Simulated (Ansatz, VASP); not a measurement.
**PtRhC4N4 in VASP and in Ansatz**

INCAR

```
SYSTEM = PtRhC4N4
ALGO = Normal ; EDIFF = 1E-7
ENCUT = 520 ; GGA = PE
ISIF = 2 ; ISMEAR = 0
ISPIN = 2 ; LASPH = .TRUE.
LCHARG = .FALSE. ; LMAXMIX = 4
LORBIT = 11 ; LREAL = .FALSE.
LWAVE = .FALSE. ; MAGMOM = 1 0 0 0 0 0 0 0 0 0
NBANDS = 46 ; NELM = 150
PREC = Accurate ; SIGMA = 0.1
```

KPOINTS

```
k-points
0
G
  4 4 4
  0 0 0
```

Contents of POSCAR:

```
PtRhC4N4
1.0
    5.8826218900      0.0000000000      0.0000000000
    0.0000000000      5.8826218900      0.0000000000
    0.0000000000      0.0000000000      5.8826218900
Rh Pt C N
1 1 4 4
Direct
    0.5000000000      0.5000000000      0.5000000000
    0.0000000000      0.0000000000      0.0000000000
    0.1881440800      0.1881440800      0.1881440800
    0.1881440800      0.8118559200      0.8118559200
    0.8118559200      0.1881440800      0.8118559200
    0.8118559200      0.8118559200      0.1881440800
    0.3029738000      0.3029738000      0.3029738000
    0.3029738000      0.6970262000      0.6970262000
    0.6970262000      0.3029738000      0.6970262000
    0.6970262000      0.6970262000      0.3029738000
```

Input for Ansatz:

```yaml
crystal:
  lattice:
    - [5.88262189, 0.0, 0.0]
    - [0.0, 5.88262189, 0.0]
    - [0.0, 0.0, 5.88262189]
  atoms:
    - { symbol: Rh, position: [0.5, 0.5, 0.5], spin: 1.0 }
    - { symbol: Pt, position: [0.0, 0.0, 0.0] }
    - { symbol: C, position: [0.18814408, 0.18814408, 0.18814408] }
    - { symbol: C, position: [0.18814408, 0.81185592, 0.81185592] }
    - { symbol: C, position: [0.81185592, 0.18814408, 0.81185592] }
    - { symbol: C, position: [0.81185592, 0.81185592, 0.18814408] }
    - { symbol: "N", position: [0.3029738, 0.3029738, 0.3029738] }
    - { symbol: "N", position: [0.3029738, 0.6970262, 0.6970262] }
    - { symbol: "N", position: [0.6970262, 0.3029738, 0.6970262] }
    - { symbol: "N", position: [0.6970262, 0.6970262, 0.3029738] }
basis:
  ecutwfc: 420
kpoints:
  mp_grid: { grid: [4, 4, 4] }
hamiltonian:
  xc: pbe
scf:
  occupations: { method: gaussian, width: 0.1 }
  lower_state_search: "off"
output:
  forces: true
  stress: true
  eigenvalues: true
  populations: true
magnetization:
  spin_polarized: true
```

Alike in both runs: task single point; functional PBE; k mesh 4 × 4 × 4; occupations gaussian, width 0.1 eV; collinear spin.

|  | VASP | Ansatz |
| --- | --- | --- |
| version | VASP 6.6.1 | Ansatz 0.2.0 |
| potentials or method | VASP PAW PBE potentials, release 64 (Rh_pv, Pt, C, N), cutoff 520 eV | scalar-relativistic, plane waves, PAW |
| valence electrons in the cell | 61 | 71 |

```tsv
	VASP	Ansatz	Ansatz less VASP
gap on the k mesh at the Fermi level (eV)	none	none	-
pressure (GPa)	4.3	4.0	-0.26
rms of the force components (eV/Å)	0.888	0.725	-0.1629
net moment per atom (μB)	0.11	0.11	0.000
size of the moment on the site where the two differ most (μB)	1.33	1.06	-0.271
```

Site moments also hang on the region over which each program counts them. Atom by atom the forces differ by 0.189 eV/Å (rms over components). A gap of «none» marks a metal or a gap that the smearing closes. VASP's potentials hold 61 valence electrons a cell and Ansatz's 71, so a difference there can come from the potentials and not from the codes.

Spin-orbit coupling is off throughout. Noted on VASP's run: the standard files for N, O and F lose accuracy on very short bonds.
